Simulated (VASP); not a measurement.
# LiF (I-4m2) in VASP: further runs

Aim: see how the results for LiF move with the level of theory and the settings. Levels: PBE, r2SCAN. Tasks: single point.

Everything below comes from runs of VASP 6.6.1. Logs are shortened: lines on timing, memory, paths and dates and some standing lists are left out, and cuts for length are marked.

## Step 1: The cell of the first run

It takes space group I-4m2 (No. 119, tetragonal). Conventional cell: a = 3.033 Å, b = 3.033 Å, c = 4.080 Å, α = 90.00°, β = 90.00°, γ = 90.00°. Li (site symmetry -4m2) has 4 F at 1.83 Å within 2.4 Å. F (site symmetry -4m2) has 4 Li at 1.83 Å within 2.4 Å.

## Step 2: Single point, PBE (uniaxial z strain -4.9%)

Contents of INCAR:

```
ALGO = Normal ; EDIFF = 1E-7
ENCUT = 520 ; GGA = PE
ISIF = 2 ; ISMEAR = -1
LASPH = True ; LCHARG = True
LELF = True ; LREAL = False
LVHAR = True ; LWAVE = False
NBANDS = 12 ; NELM = 100
PREC = Accurate ; SIGMA = 0.02
```

Contents of KPOINTS:

```
k-points
0
Gamma
  10 10 10
```

Contents of POSCAR:

```
LiF
1.0
    0.0000000000      2.1446105480      2.0401680143
    2.1446105480      0.0000000000      2.0401680143
    2.1446105480      2.1446105480      0.0000000000
Li F
1 1
Direct
    0.0000000000      0.0000000000      0.0000000000
    0.2500000000      0.2500000000      0.2500000000
```

Potentials or basis: VASP PAW PBE potentials, release 64 (Li_sv, F).

Started as:

```bash
cat potpaw_PBE.64/Li_sv/POTCAR potpaw_PBE.64/F/POTCAR > POTCAR
mpirun -np 1 vasp_std > vasp.out
```

OUTCAR:

```text
EDIFF = 1E-7
   ENCUT = 520
   GGA = PE
   ISIF = 2
   ISMEAR = -1
   LASPH = True
   LREAL = False
   NELM = 100
   PREC = Accurate

 ion  position               nearest neighbor table
   1  0.000  0.000  0.000-   2 1.83   2 1.83   2 1.83   2 1.83
   2  0.250  0.250  0.250-   1 1.83   1 1.83   1 1.83   1 1.83

  LATTYP: Found a body centered tetragonal cell.
 ALAT       =     3.0329373230
 C/A-ratio  =     1.3453413619

  Lattice vectors:

 A1 = (   0.0000000000,  -2.1446105480,  -2.0401680143)
 A2 = (   0.0000000000,   2.1446105480,  -2.0401680143)
 A3 = (   2.1446105480,   0.0000000000,   2.0401680143)

Analysis of symmetry for initial positions (statically):
=====================================================================
 Subroutine PRICEL returns:
 Original cell was already a primitive cell.

 Routine SETGRP: Setting up the symmetry group for a
 body centered tetragonal supercell.

 Subroutine GETGRP returns: Found  8 space group operations
 (whereof  8 operations were pure point group operations)
 out of a pool of 16 trial point group operations.

The static configuration has the point symmetry D_2d.

Analysis of symmetry for dynamics (positions and initial velocities):
=====================================================================
 Subroutine PRICEL returns:
 Original cell was already a primitive cell.

 Routine SETGRP: Setting up the symmetry group for a
 body centered tetragonal supercell.

 Subroutine GETGRP returns: Found  8 space group operations
 (whereof  8 operations were pure point group operations)
 out of a pool of 16 trial point group operations.

The dynamic configuration has the point symmetry D_2d.

 Subroutine INISYM returns: Found  8 space group operations
 (whereof  8 operations are pure point group operations),
 and found     1 'primitive' translations

----------------------------------------------------------------------------------------

                                     Primitive cell

  volume of cell :      18.7669

  direct lattice vectors                    reciprocal lattice vectors
     0.000000000  2.144610548  2.040168014    -0.233142563  0.233142563  0.245077855
     2.144610548  0.000000000  2.040168014     0.233142563 -0.233142563  0.245077855
     2.144610548  2.144610548  0.000000000     0.233142563  0.233142563 -0.245077855

  length of vectors
     2.960006745  2.960006745  3.032937323     0.410821207  0.410821207  0.410821207

  position of ions in fractional coordinates (direct lattice)
     0.000000000  0.000000000  0.000000000
     0.250000000  0.250000000  0.250000000

  ion indices of the primitive-cell ions
   primitive index   ion index
                 1           1
                 2           2

----------------------------------------------------------------------------------------

 KPOINTS: k-points

Automatic generation of k-mesh.
 Grid dimensions read from file:
 generate k-points for:   10   10   10

 Generating k-lattice:

  Cartesian coordinates                     Fractional coordinates (reciprocal lattice)
    -0.023314256  0.023314256  0.024507785     0.100000000  0.000000000  0.000000000
     0.023314256 -0.023314256  0.024507785     0.000000000  0.100000000  0.000000000
     0.023314256  0.023314256 -0.024507785    -0.000000000 -0.000000000  0.100000000

  Length of vectors
     0.041082121  0.041082121  0.041082121

  Shift w.r.t. Gamma in fractional coordinates (k-lattice)
     0.000000000  0.000000000  0.000000000

 Subroutine IBZKPT returns following result:
 ===========================================

 Found    102 irreducible k-points:

 Following reciprocal coordinates:
            Coordinates               Weight
  0.000000  0.000000  0.000000      1.000000
  0.100000  0.000000  0.000000      8.000000
  0.200000  0.000000  0.000000      8.000000
  0.300000  0.000000  0.000000      8.000000
  0.400000  0.000000  0.000000      8.000000
  0.500000 -0.000000  0.000000      4.000000
[... 16 lines left out ...]
  0.300000  0.300000  0.000000      2.000000
  0.400000  0.300000  0.000000      8.000000
 [... further k-points ...]
   k-points           NKPTS =    102   k-points in BZ     NKDIM =    102   number of bands    NBANDS=     12
   number of dos      NEDOS =    301   number of ions     NIONS =      2
   total plane-waves  NPLWV =  13824
   dimension x,y,z NGX =    24 NGY =   24 NGZ =   24
   dimension x,y,z NGXF=    48 NGYF=   48 NGZF=   48
   ions per type =               1   1
   NGX,Y,Z   is equivalent  to a cutoff of  13.48, 13.48, 13.16 a.u.
   NGXF,Y,Z  is equivalent  to a cutoff of  26.96, 26.96, 26.31 a.u.
 SYSTEM =  unknown system
   PREC   = accura    normal or accurate (medium, high low for compatibility)
   ISTART =      0    job   : 0-new  1-cont  2-samecut
   ICHARG =      2    charge: 1-file 2-atom 10-const
   ISPIN  =      1    spin polarized calculation?
   LNONCOLLINEAR =      F non collinear calculations
   LSORBIT =      F    spin-orbit coupling
   LASPH  =      T    aspherical Exc in radial PAW
   ENCUT  =  520.0 eV  38.22 Ry    6.18 a.u.   5.50  5.50  5.64*2*pi/ulx,y,z
   NELM   =    100;   NELMIN=  2; NELMDL= -5     # of ELM steps
   EDIFF  = 0.1E-06   stopping-criterion for ELM
   LREAL  =      F    real-space projection
   EDIFFG = 0.1E-05   stopping-criterion for IOM
   NSW    =      0    number of steps for IOM
   IBRION =     -1    ionic relax: 0-MD 1-quasi-New 2-CG
   NFREE  =      0    steps in history (QN), initial steepest desc. (CG)
   ISIF   =      2    stress and relaxation
   ISYM   =      2    0-nonsym 1-usesym 2-fastsym
   POTIM  = 0.5000    time-step for ionic-motion
   TEBEG  =    0.0;   TEEND  =   0.0 temperature during run
   PSTRESS=    0.0 pullay stress
   NELECT =      10.0000    total number of electrons
   NUPDOWN=      -1.0000    fix difference up-down
   EMIN   =  10.00;   EMAX   =-10.00  energy-range for DOS
   EFERMI =   0.00;   METHOD = LEGACY
   ISMEAR =    -1;   SIGMA  =   0.02  broadening in eV -4-tet -1-fermi 0-gaus
   EFERMI_NEDOS =   21; number of points for ismear=-14 and -15
   IALGO  =     38    algorithm
   IMIX   =      4    mixing-type and parameters
     AMIX     =   0.40;   BMIX     =  1.00
     AMIX_MAG =   1.60;   BMIX_MAG =  1.00
  volume/ion in A,a.u.               =       9.38        63.32
  Fermi-wavevector in a.u.,A,eV,Ry     =   1.327223  2.508088 23.966946  1.761521
  Thomas-Fermi vector in A             =   2.456551
   LORBIT       =      0    0 simple, 1 ext, 2 COOP (PROOUT), +10 PAW based schemes
   GGA     = PE    functional components
   LHFCALC =     F    Hartree Fock is set to
   AEXX    =    0.0000 exact exchange contribution
   IVDW    =     0    specifies the selected vdW correction
   LEPSILON=     F    determine dielectric tensor
   LRPA    =     F    only Hartree local field effects (RPA)
 non-spin polarized calculation
  energy-cutoff  :      520.00
  volume of cell :       18.77
 maximum number of plane-waves:       523
 NGX is ok and might be reduce to    24
   NGX = 11   NGY = 11   NGZ = 11

 number of electron      10.0000002 magnetization

 Free energy of the ion-electron system (eV)
  ---------------------------------------------------
  ext. energy  EPLUGINS =         0.00000000
  ---------------------------------------------------
  free energy    TOTEN  =        -9.58666796 eV

  energy without entropy =       -9.58666796  energy(sigma->0) =       -9.58666796

 E-fermi :  -1.7042     XC(G=0):  -9.0904

 val. band max:       -2.2371618571   @ k =   0.0000   0.0000   0.0000
 cond. band min:       5.9092670799   @ k =   0.0000   0.0000   0.0000
 fundamental gap:      8.1464289370
 Fermi energy:        -1.7042201459

 k-point     1 :       0.0000    0.0000    0.0000
  band No.  band energies     occupation
      1     -42.5018      2.00000
      2     -21.7103      2.00000
      3      -2.3137      2.00000
      4      -2.3137      2.00000
      5      -2.2372      2.00000
      6       5.9093      0.00000
      7      17.6330      0.00000
      8      17.6687      0.00000
      9      17.6688      0.00000
     10      26.1254      0.00000
     11      26.1254      0.00000
     12      26.8583      0.00000

 k-point     2 :       0.1000    0.0000    0.0000
  band No.  band energies     occupation
      1     -42.4973      2.00000
      2     -21.6926      2.00000
      3      -2.5282      2.00000
      4      -2.3477      2.00000
      5      -2.2821      2.00000
      6       6.1988      0.00000
      7      17.4049      0.00000
      8      17.6931      0.00000
      9      17.7721      0.00000
     10      24.6854      0.00000
     11      24.8130      0.00000
     12      26.3223      0.00000

 k-point     3 :       0.2000    0.0000    0.0000
  band No.  band energies     occupation
      1     -42.4852      2.00000
      2     -21.6440      2.00000
      3      -3.1040      2.00000
      4      -2.4353      2.00000
      5      -2.3423      2.00000
      6       6.9875      0.00000
      7      16.5805      0.00000
      8      17.6311      0.00000
      9      17.9532      0.00000
     10      23.8350      0.00000
     11      24.1208      0.00000
     12      25.2606      0.00000

 k-point     4 :       0.3000    0.0000    0.0000
  band No.  band energies     occupation
      1     -42.4704      2.00000
      2     -21.5819      2.00000
      3      -3.7564      2.00000
      4      -2.5403      2.00000
      5      -2.4106      2.00000
      6       8.1042      0.00000
      7      15.2648      0.00000
      8      17.3405      0.00000
      9      17.9644      0.00000
     10      23.9557      0.00000
     11      24.1911      0.00000
     12      25.1387      0.00000

 k-point     5 :       0.4000    0.0000    0.0000
  band No.  band energies     occupation
      1     -42.4583      2.00000
      2     -21.5297      2.00000
      3      -4.2465      2.00000
      4      -2.6229      2.00000
      5      -2.4640      2.00000
      6       9.3147      0.00000
      7      13.8941      0.00000
      8      17.0028      0.00000
      9      17.8048      0.00000
     10      24.4886      0.00000
     11      24.5540      0.00000
     12      25.4085      0.00000
[... 228 lines left out ...]
      1     -42.4540      2.00000
      2     -21.5140      2.00000
      3      -3.9728      2.00000
      4      -2.9034      2.00000
      5      -2.6676      2.00000
      6       9.4465      0.00000
      7      13.4298      0.00000
      8      17.5404      0.00000
      9      17.7437      0.00000
     10      22.5190      0.00000
     11      23.4885      0.00000
     12      28.8861      0.00000

 k-point    22 :      -0.2000    0.2000    0.0000
  band No.  band energies     occupation
      1     -42.4657      2.00000
      2     -21.5670      2.00000
      3      -3.6213      2.00000
      4      -2.7872      2.00000
      5      -2.5289      2.00000
      6       8.3565      0.00000
      7      14.7799      0.00000
      8      17.6713      0.00000
      9      17.9074      0.00000
     10      22.3549      0.00000
     11      23.0055      0.00000
     12      29.0236      0.00000

 k-point    23 :       0.3000    0.3000    0.0000
  band No.  band energies     occupation
      1     -42.4577      2.00000
      2     -21.5148      2.00000
      3      -3.3873      2.00000
      4      -2.9575      2.00000
      5      -2.9575      2.00000
      6       8.0661      0.00000
      7      16.4106      0.00000
      8      17.2866      0.00000
      9      17.2866      0.00000
     10      19.0210      0.00000
     11      27.3301      0.00000
     12      30.0476      0.00000

 k-point    24 :       0.4000    0.3000    0.0000
  band No.  band energies     occupation
      1     -42.4481      2.00000
      2     -21.4723      2.00000
      3      -3.6722      2.00000
      4      -3.0625      2.00000
      5      -3.0220      2.00000
      6       8.5384      0.00000
      7      14.9623      0.00000
      8      17.3057      0.00000
      9      17.6391      0.00000
     10      19.5231      0.00000
     11      26.7605      0.00000
     12      29.8474      0.00000

 [... further k-points ...]

------------------------ aborting loop because EDIFF is reached ----------------------------------------

  FORCE on cell =-STRESS in cart. coord.  units (eV):
  Direction    XX          YY          ZZ          XY          YZ          ZX
  --------------------------------------------------------------------------------------
  -------------------------------------------------------------------------------------
  Total        0.7249784      0.7249784      0.7769437      0.0000000      0.0000000      0.0000000
  in kB       61.8931839     61.8931839     66.3295959      0.0000000      0.0000000      0.0000000
  external PRESSURE =      63.3719879 kB  Pullay stress =       0.0000000 kB

 VOLUME and BASIS-vectors are now :
 -----------------------------------------------------------------------------
  energy-cutoff  :      520.00
  volume of cell :       18.77
      direct lattice vectors                 reciprocal lattice vectors
     0.000000000  2.144610548  2.040168014    -0.233142563  0.233142563  0.245077855
     2.144610548  0.000000000  2.040168014     0.233142563 -0.233142563  0.245077855
     2.144610548  2.144610548  0.000000000     0.233142563  0.233142563 -0.245077855

 POSITION                                       TOTAL-FORCE (eV/Angst)
 -----------------------------------------------------------------------------------
      0.00000      0.00000      0.00000        -0.000000     -0.000000     -0.000000
      1.07231      1.07231      1.02008         0.000000      0.000000      0.000000
 -----------------------------------------------------------------------------------
    total drift:                                0.000001      0.000001     -0.000000

  FREE ENERGIE OF THE ION-ELECTRON SYSTEM (eV)
  ---------------------------------------------------
  free  energy   TOTEN  =        -9.5866679626 eV

  energy  without entropy=       -9.5866679626  energy(sigma->0) =       -9.58666796
```

Run time: 8.3 s. Hardware: 1 thread of Intel Xeon 6975P-C (Granite Rapids), shared host; peak memory 0.14 GiB.

Results:

- Free energy: -9.5867 eV
- Band gap on the k mesh: 8.15 eV, direct

Levels at points of the mesh, in eV from the valence-band top:
```tsv
k point	band 3	band 4	band 5	band 6	band 7	band 8
(0.00, 0.00, 0.00)	-0.08	-0.08	0.00	8.15	19.87	19.91
(0.50, 0.00, 0.00)	-2.19	-0.42	-0.25	12.23	15.40	19.10
(0.50, 0.50, 0.00)	-1.48	-1.04	-1.04	10.76	16.51	19.72
(0.50, 0.00, 0.50)	-1.58	-0.88	-0.82	10.69	16.18	19.85
```

Caveat: the cell differs from its parent crystal (uniaxial z strain -4.9%); the cutoff is under 1.25 times the usual one of these potentials, so pressure, stress and relaxed cells hold a basis-set (Pulay) error.

## Step 3: Single point, r2SCAN (uniaxial z strain -4.9%)

POSCAR is that of step 2.

Contents of INCAR.step1:

```
SYSTEM = LiF
  PREC = Accurate
  ENCUT = 520
  ISMEAR = 0
  SIGMA = 0.01
  LREAL = .False.
  LASPH = .True.
  NELM = 100
  NBANDS = 12
  GGA = PE
  ALGO = Normal
  EDIFF = 1E-4
  LWAVE = .True.
  LCHARG = .False.
```

Contents of INCAR.step2:

```
SYSTEM = LiF
  PREC = Accurate
  ENCUT = 520
  EDIFF = 1E-6
  ISMEAR = 0
  SIGMA = 0.01
  LREAL = .False.
  LASPH = .True.
  NELM = 100
  ALGO = Normal
  ISIF = 2
  LWAVE = .False.
  LCHARG = .True.
  METAGGA = R2SCAN
  LMIXTAU = .True.
  LELF = .True.
  LVHAR = .True.
  NBANDS = 12
  ISTART = 1
```

Contents of KPOINTS:

```
Automatic mesh
0
Gamma
  10 10 10
  0 0 0
```

Potentials or basis: VASP PAW PBE potentials, release 64 (Li_sv, F).

Started as:

```bash
cat potpaw_PBE.64/Li_sv/POTCAR potpaw_PBE.64/F/POTCAR > POTCAR
cp INCAR.step1 INCAR
mpirun -np 1 vasp_std > vasp.out
cp INCAR.step2 INCAR
mpirun -np 1 vasp_std > vasp.out
```

It took 45 s on 1 thread of Intel Xeon 6975P-C (Granite Rapids), shared host; peak memory 0.14 GiB.

It converged, with:

```yaml
Free_energy: -11.7926 eV
Band_gap_on_the_k_mesh: 8.96 eV, direct
```

Levels at points of the mesh, in eV from the valence-band top:
```tsv
k point	band 1	band 2	band 3	band 4	band 5	band 6	band 7	band 8	band 9	band 10
(0.00, 0.00, 0.00)	-41.31	-20.59	-0.08	-0.08	0.00	8.96	21.40	21.46	21.46	29.49
(0.50, 0.00, 0.00)	-41.26	-20.41	-2.16	-0.42	-0.24	13.15	16.42	20.41	21.33	28.15
(0.50, 0.50, 0.00)	-41.24	-20.31	-1.46	-1.04	-1.04	11.52	17.55	21.16	21.16	24.08
(0.50, 0.00, 0.50)	-41.24	-20.37	-1.56	-0.87	-0.82	11.47	17.22	21.26	22.11	23.96
```

Caveat: the cell differs from its parent crystal (uniaxial z strain -4.9%); the cutoff is under 1.25 times the usual one of these potentials, so pressure, stress and relaxed cells hold a basis-set (Pulay) error; the PAW data sets were made with another functional, which shifts forces and pressure a little. A k mesh can miss the band edges.
